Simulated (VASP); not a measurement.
# Zn (P6_3/mmc) in VASP: single point with PBEsol

Aim: the single point of Zn with PBEsol.

All numbers are computed with VASP 6.6.1; they aren't measurements. Logs are shortened: lines on timing, memory, paths and dates and some standing lists are left out, and cuts for length are marked.

### 1 The cell of the first run

Symmetry: P6_3/mmc, No. 194, hexagonal system. The conventional cell has a = 2.636 Å, b = 2.636 Å, c = 4.665 Å, α = 90.00°, β = 90.00°, γ = 120.00°. Zn (site symmetry -6m2) has 12 Zn at 2.64 to 2.79 Å within 3.5 Å.

### 2 Single point, PBEsol

INCAR reads:

```
SYSTEM = Zn
PREC = Accurate
ENCUT = 520
EDIFF = 1E-6
ISMEAR = -1
SIGMA = 0.1
LREAL = .False.
LASPH = .True.
NELM = 80
ALGO = Normal
ISIF = 2
LWAVE = .False.
LCHARG = .False.
GGA = PS
NBANDS = 19
```

KPOINTS reads:

```
regular mesh
0
Gamma
  20 20 10
  0 0 0
```

POSCAR reads:

```
Zn
1.0
    2.6355188041      0.0000000000      0.0000000000
   -1.3177594020      2.2824262365      0.0000000000
    0.0000000000      0.0000000000      4.6654745272
Zn
2
Direct
    0.3333333333      0.6666666667      0.2500000000
    0.6666666667      0.3333333333      0.7500000000
```

Potentials or basis: VASP PAW PBE potentials, release 64 (Zn).

Started as:

```console
$ cat potpaw_PBE.64/Zn/POTCAR > POTCAR
$ mpirun -np 1 vasp_std > vasp.out
```

OUTCAR:

```text
SYSTEM = Zn
   PREC = Accurate
   ENCUT = 520
   EDIFF = 1E-6
   ISMEAR = -1
   LREAL = .False.
   LASPH = .True.
   NELM = 80
   ISIF = 2
   GGA = PS

 ion  position               nearest neighbor table
   1  0.333  0.667  0.250-   2 2.79   2 2.79   2 2.79   2 2.79   2 2.79   2 2.79
   2  0.667  0.333  0.750-   1 2.79   1 2.79   1 2.79   1 2.79   1 2.79   1 2.79

  LATTYP: Found a hexagonal cell.
 ALAT       =     2.6355188041
 C/A-ratio  =     1.7702300283

  Lattice vectors:

 A1 = (   2.6355188041,   0.0000000000,   0.0000000000)
 A2 = (  -1.3177594020,   2.2824262365,   0.0000000000)
 A3 = (   0.0000000000,   0.0000000000,   4.6654745272)

Analysis of symmetry for initial positions (statically):
=====================================================================
 Subroutine PRICEL returns:
 Original cell was already a primitive cell.

 Routine SETGRP: Setting up the symmetry group for a
 hexagonal supercell.

 Subroutine GETGRP returns: Found 24 space group operations
 (whereof 12 operations were pure point group operations)
 out of a pool of 24 trial point group operations.

The static configuration has the point symmetry D_3d.
 The point group associated with its full space group is D_6h.

Analysis of symmetry for dynamics (positions and initial velocities):
=====================================================================
 Subroutine PRICEL returns:
 Original cell was already a primitive cell.

 Routine SETGRP: Setting up the symmetry group for a
 hexagonal supercell.

 Subroutine GETGRP returns: Found 24 space group operations
 (whereof 12 operations were pure point group operations)
 out of a pool of 24 trial point group operations.

The dynamic configuration has the point symmetry D_3d.
 The point group associated with its full space group is D_6h.

 Subroutine INISYM returns: Found 24 space group operations
 (whereof 12 operations are pure point group operations),
 and found     1 'primitive' translations

----------------------------------------------------------------------------------------

                                     Primitive cell

  volume of cell :      28.0646

  direct lattice vectors                    reciprocal lattice vectors
     2.635518804  0.000000000  0.000000000     0.379431935  0.219065130  0.000000000
    -1.317759402  2.282426237  0.000000000     0.000000000  0.438130260  0.000000000
     0.000000000  0.000000000  4.665474527     0.000000000  0.000000000  0.214340469

  length of vectors
     2.635518804  2.635518804  4.665474527     0.438130260  0.438130260  0.214340469

  position of ions in fractional coordinates (direct lattice)
     0.333333333  0.666666667  0.250000000
     0.666666667  0.333333333  0.750000000

  ion indices of the primitive-cell ions
   primitive index   ion index
                 1           1
                 2           2

----------------------------------------------------------------------------------------

 KPOINTS: regular mesh

Automatic generation of k-mesh.
 Grid dimensions read from file:
 generate k-points for:   20   20   10

 Generating k-lattice:

  Cartesian coordinates                     Fractional coordinates (reciprocal lattice)
     0.018971597  0.010953256  0.000000000     0.050000000  0.000000000  0.000000000
     0.000000000  0.021906513  0.000000000     0.000000000  0.050000000  0.000000000
     0.000000000  0.000000000  0.021434047     0.000000000  0.000000000  0.100000000

  Length of vectors
     0.021906513  0.021906513  0.021434047

  Shift w.r.t. Gamma in fractional coordinates (k-lattice)
     0.000000000  0.000000000  0.000000000

 Subroutine IBZKPT returns following result:
 ===========================================

 Found    264 irreducible k-points:

 Following reciprocal coordinates:
            Coordinates               Weight
  0.000000  0.000000  0.000000      1.000000
  0.050000  0.000000  0.000000      6.000000
  0.100000 -0.000000  0.000000      6.000000
  0.150000  0.000000  0.000000      6.000000
  0.200000 -0.000000  0.000000      6.000000
  0.250000  0.000000  0.000000      6.000000
[... 16 lines left out ...]
  0.200000  0.100000  0.000000     12.000000
  0.250000  0.100000  0.000000     12.000000
 [... further k-points ...]
   k-points           NKPTS =    264   k-points in BZ     NKDIM =    264   number of bands    NBANDS=     19
   number of dos      NEDOS =    301   number of ions     NIONS =      2
   total plane-waves  NPLWV =  14400
   dimension x,y,z NGX =    20 NGY =   20 NGZ =   36
   dimension x,y,z NGXF=    40 NGYF=   40 NGZF=   72
   ions per type =               2
   NGX,Y,Z   is equivalent  to a cutoff of  12.62, 12.62, 12.83 a.u.
   NGXF,Y,Z  is equivalent  to a cutoff of  25.23, 25.23, 25.66 a.u.
 SYSTEM =  Zn
   PREC   = accura    normal or accurate (medium, high low for compatibility)
   ISTART =      0    job   : 0-new  1-cont  2-samecut
   ICHARG =      2    charge: 1-file 2-atom 10-const
   ISPIN  =      1    spin polarized calculation?
   LNONCOLLINEAR =      F non collinear calculations
   LSORBIT =      F    spin-orbit coupling
   LASPH  =      T    aspherical Exc in radial PAW
   ENCUT  =  520.0 eV  38.22 Ry    6.18 a.u.   4.90  4.90  8.67*2*pi/ulx,y,z
   NELM   =     80;   NELMIN=  2; NELMDL= -5     # of ELM steps
   EDIFF  = 0.1E-05   stopping-criterion for ELM
   LREAL  =      F    real-space projection
   EDIFFG = 0.1E-04   stopping-criterion for IOM
   NSW    =      0    number of steps for IOM
   IBRION =     -1    ionic relax: 0-MD 1-quasi-New 2-CG
   NFREE  =      0    steps in history (QN), initial steepest desc. (CG)
   ISIF   =      2    stress and relaxation
   ISYM   =      2    0-nonsym 1-usesym 2-fastsym
   POTIM  = 0.5000    time-step for ionic-motion
   TEBEG  =    0.0;   TEEND  =   0.0 temperature during run
   PSTRESS=    0.0 pullay stress
   NELECT =      24.0000    total number of electrons
   NUPDOWN=      -1.0000    fix difference up-down
   EMIN   =  10.00;   EMAX   =-10.00  energy-range for DOS
   EFERMI =   0.00;   METHOD = LEGACY
   ISMEAR =    -1;   SIGMA  =   0.10  broadening in eV -4-tet -1-fermi 0-gaus
   EFERMI_NEDOS =   21; number of points for ismear=-14 and -15
   IALGO  =     38    algorithm
   IMIX   =      4    mixing-type and parameters
     AMIX     =   0.40;   BMIX     =  1.00
     AMIX_MAG =   1.60;   BMIX_MAG =  1.00
  volume/ion in A,a.u.               =      14.03        94.69
  Fermi-wavevector in a.u.,A,eV,Ry     =   1.553909  2.936463 32.853094  2.414634
  Thomas-Fermi vector in A             =   2.658072
   LORBIT       =      0    0 simple, 1 ext, 2 COOP (PROOUT), +10 PAW based schemes
   GGA     = PS    functional components
   LHFCALC =     F    Hartree Fock is set to
   AEXX    =    0.0000 exact exchange contribution
   IVDW    =     0    specifies the selected vdW correction
   LEPSILON=     F    determine dielectric tensor
   LRPA    =     F    only Hartree local field effects (RPA)
 non-spin polarized calculation
  energy-cutoff  :      520.00
  volume of cell :       28.06
 maximum number of plane-waves:       776
 NGX is ok and might be reduce to    20
   NGX =  9   NGY =  9   NGZ = 17

 number of electron      23.9999990 magnetization

 Free energy of the ion-electron system (eV)
  ---------------------------------------------------
  ext. energy  EPLUGINS =         0.00000000
  ---------------------------------------------------
  free energy    TOTEN  =        -3.17498991 eV

  energy without entropy =       -3.16192648  energy(sigma->0) =       -3.16845819

 E-fermi :   3.5798     XC(G=0): -12.1386

 val. band max:        3.5592133514   @ k =   0.3500  -0.0000   0.0000
 cond. band min:       3.6193054534   @ k =   0.4000  -0.0000   0.0000
 fundamental gap:      0.0600921020
 Fermi energy:         3.5797852876

 k-point     1 :       0.0000    0.0000    0.0000
  band No.  band energies     occupation
      1      -7.5356      2.00000
      2      -5.3406      2.00000
      3      -4.5092      2.00000
      4      -4.3150      2.00000
      5      -4.3150      2.00000
      6      -4.2412      2.00000
[... 11 lines left out ...]
     18      22.7570      0.00000
     19      22.7570      0.00000

 k-point     2 :       0.0500    0.0000    0.0000
  band No.  band energies     occupation
      1      -7.4600      2.00000
      2      -5.3078      2.00000
      3      -4.5042      2.00000
      4      -4.3201      2.00000
      5      -4.2961      2.00000
      6      -4.2497      2.00000
[... 11 lines left out ...]
     18      23.3608      0.00000
     19      23.5891      0.00000

 k-point     3 :       0.1000   -0.0000    0.0000
  band No.  band energies     occupation
      1      -7.2352      2.00000
      2      -5.2163      2.00000
      3      -4.4971      2.00000
      4      -4.3284      2.00000
      5      -4.2679      2.00000
      6      -4.2410      2.00000
[... 11 lines left out ...]
     18      22.8498      0.00000
     19      24.1542      0.00000

 k-point     4 :       0.1500    0.0000    0.0000
  band No.  band energies     occupation
      1      -6.8694      2.00000
      2      -5.0889      2.00000
      3      -4.5021      2.00000
      4      -4.3443      2.00000
      5      -4.2540      2.00000
      6      -4.1539      2.00000
[... 11 lines left out ...]
     18      21.0911      0.00000
     19      21.9733      0.00000

 k-point     5 :       0.2000   -0.0000    0.0000
  band No.  band energies     occupation
      1      -6.3831      2.00000
      2      -4.9728      2.00000
      3      -4.4979      2.00000
      4      -4.3747      2.00000
      5      -4.3177      2.00000
      6      -4.1671      2.00000
[... 11 lines left out ...]
     18      19.6039      0.00000
     19      21.3457      0.00000
[... 334 lines left out ...]
      2      -5.0157      2.00000
      3      -4.5254      2.00000
      4      -4.3252      2.00000
      5      -4.3000      2.00000
      6      -4.1956      2.00000
[... 11 lines left out ...]
     18      21.3527      0.00000
     19      22.0698      0.00000

 k-point    22 :       0.1500    0.1000    0.0000
  band No.  band energies     occupation
      1      -6.1781      2.00000
      2      -4.8968      2.00000
      3      -4.5557      2.00000
      4      -4.3594      2.00000
      5      -4.3565      2.00000
      6      -4.2376      2.00000
[... 11 lines left out ...]
     18      20.3852      0.00000
     19      20.9662      0.00000

 k-point    23 :       0.2000    0.1000    0.0000
  band No.  band energies     occupation
      1      -5.6434      2.00000
      2      -4.8450      2.00000
      3      -4.5291      2.00000
      4      -4.5130      2.00000
      5      -4.3717      2.00000
      6      -4.2050      2.00000
[... 11 lines left out ...]
     18      19.5891      0.00000
     19      20.2466      0.00000

 k-point    24 :       0.2500    0.1000    0.0000
  band No.  band energies     occupation
      1      -5.2029      2.00000
      2      -4.8775      2.00000
      3      -4.6483      2.00000
      4      -4.4024      2.00000
      5      -4.3350      2.00000
      6      -4.2475      2.00000
[... 11 lines left out ...]
     18      18.9008      0.00000
     19      19.6425      0.00000

 [... further k-points ...]
[... 5 lines left out ...]
  --------------------------------------------------------------------------------------
  -------------------------------------------------------------------------------------
  Total        0.0934850      0.0934850      0.0660303      0.0000000     -0.0000000     -0.0000000
  in kB        5.3369571      5.3369571      3.7695991      0.0000000     -0.0000000     -0.0000000
  external PRESSURE =       4.8145044 kB  Pullay stress =       0.0000000 kB

 VOLUME and BASIS-vectors are now :
 -----------------------------------------------------------------------------
  energy-cutoff  :      520.00
  volume of cell :       28.06
      direct lattice vectors                 reciprocal lattice vectors
     2.635518804  0.000000000  0.000000000     0.379431935  0.219065130  0.000000000
    -1.317759402  2.282426237  0.000000000     0.000000000  0.438130260  0.000000000
     0.000000000  0.000000000  4.665474527     0.000000000  0.000000000  0.214340469

 POSITION                                       TOTAL-FORCE (eV/Angst)
 -----------------------------------------------------------------------------------
     -0.00000      1.52162      1.16637         0.000000     -0.000000      0.000000
      1.31776      0.76081      3.49911        -0.000000      0.000000      0.000000
 -----------------------------------------------------------------------------------
    total drift:                               -0.000000      0.000000     -0.000000

  FREE ENERGIE OF THE ION-ELECTRON SYSTEM (eV)
  ---------------------------------------------------
  free  energy   TOTEN  =        -3.1749899056 eV

  energy  without entropy=       -3.1619264763  energy(sigma->0) =       -3.16845819
```

Run time: 51 s. Hardware: 1 thread of Intel Xeon Platinum 8488C (Sapphire Rapids), shared host; peak memory 0.22 GiB.

Results:

| Quantity | Value |
| --- | --- |
| Free energy | -3.1750 eV |
| Pressure | 0.5 GPa |
| Band gap on the k mesh | zero (band 12 reaches 5.22 eV, above the bottom of band 13 at 1.15 eV) |

Stress tensor (GPa, compression positive):
```
0.53 0.00 0.00
0.00 0.53 0.00
0.00 0.00 0.38
```

Caveat: the PAW data sets were made with another functional, which shifts forces and pressure a little.
